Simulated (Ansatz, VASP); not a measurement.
## V in VASP and in Ansatz

File INCAR:

```
PREC = Accurate ; ENCUT = 520
EDIFF = 1E-7 ; ISMEAR = -1
SIGMA = 0.05 ; LREAL = F
LASPH = T ; NELM = 150
ALGO = Normal ; ISIF = 2
LWAVE = F ; LCHARG = F
ISPIN = 2 ; MAGMOM = 1.5
LORBIT = 11 ; LMAXMIX = 4
GGA = PE ; NBANDS = 16
```

The input KPOINTS:

```
regular mesh
0
Gamma
  16 16 16
```

File POSCAR:

```
V
1.0
   -1.4988666745      1.4988666745      1.4988666745
    1.4988666745     -1.4988666745      1.4988666745
    1.4988666745      1.4988666745     -1.4988666745
V
1
Direct
    0.0000000000      0.0000000000      0.0000000000
```

Input for Ansatz:

```yaml
crystal:
  lattice:
    - [-1.4988666745, 1.4988666745, 1.4988666745]
    - [1.4988666745, -1.4988666745, 1.4988666745]
    - [1.4988666745, 1.4988666745, -1.4988666745]
  atoms:
    - { symbol: V, position: [0.0, 0.0, 0.0], spin: 1.5 }
magnetization:
  spin_polarized: true
kpoints:
  mp_grid: { grid: [16, 16, 16] }
  band_path:
    path:
      - [0.0, 0.0, 0.0]
      - [0.5, -0.5, 0.5]
      - [0.0, 0.0, 0.5]
      - [0.0, 0.0, 0.0]
      - [0.25, 0.25, 0.25]
      - [0.5, -0.5, 0.5]
      - [0.25, 0.25, 0.25]
      - [0.0, 0.0, 0.5]
    npoints: 5
scf:
  occupations: { method: fermi_dirac, width: 0.05 }
hamiltonian:
  xc: pbe
  pseudopotentials:
    kind: all_electron
    lapw: { basis_error: 0.001 }
    relativity: none
output:
  forces: true
  stress: true
  eigenvalues: true
```

Alike in both runs: task single point; functional PBE; k mesh 16 × 16 × 16; occupations fermi-dirac, width 0.05 eV; collinear spin.

```csv
,VASP,Ansatz
version,VASP 6.6.1,Ansatz 0.2.0
potentials or method,"VASP PAW PBE potentials, release 64 (V_sv), cutoff 520 eV","all-electron LAPW, non-relativistic"
```

|  | VASP | Ansatz | Ansatz less VASP |
| --- | --- | --- | --- |
| pressure (GPa) | 0.3 | 0.7 | +0.47 |
| net moment per atom (μB) | 0.00 | 0.00 | 0.000 |

Ansatz ran all-electron here, and VASP with PAW potentials. Ansatz's warnings: seeded moment not kept.
